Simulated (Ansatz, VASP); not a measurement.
# Co in VASP and in Ansatz

```
Co
1.0
     2.25405    0.00000    0.00000
     0.00000    2.25405    0.00000
     0.00000    0.00000    2.25405
Co
1
Direct
  0.00000 0.00000 0.00000
```

Alike in both runs: task single point; functional LDA; k mesh 16 × 16 × 16; occupations fermi-dirac, width 0.1 eV; no spin polarisation.

|  | VASP | Ansatz |
| --- | --- | --- |
| version | VASP 6.6.1 | Ansatz 0.2.0 |
| potentials or method | VASP PAW LDA potentials, release 64 (Co), cutoff 520 eV | plane waves (420 eV) with PAW, scalar-relativistic |
| valence electrons in the cell | 9 | 17 |

```csv
,VASP,Ansatz,Ansatz less VASP
pressure (GPa),-8.9,-8.1,+0.78
```

Ansatz warns that its potentials were made for another functional, while VASP's fit it. LDA's correlation is that of Perdew and Zunger in VASP and of Perdew and Wang (1992) in Ansatz. VASP's potentials hold 9 valence electrons a cell and Ansatz's 17, so a difference there can come from the potentials and not from the codes.
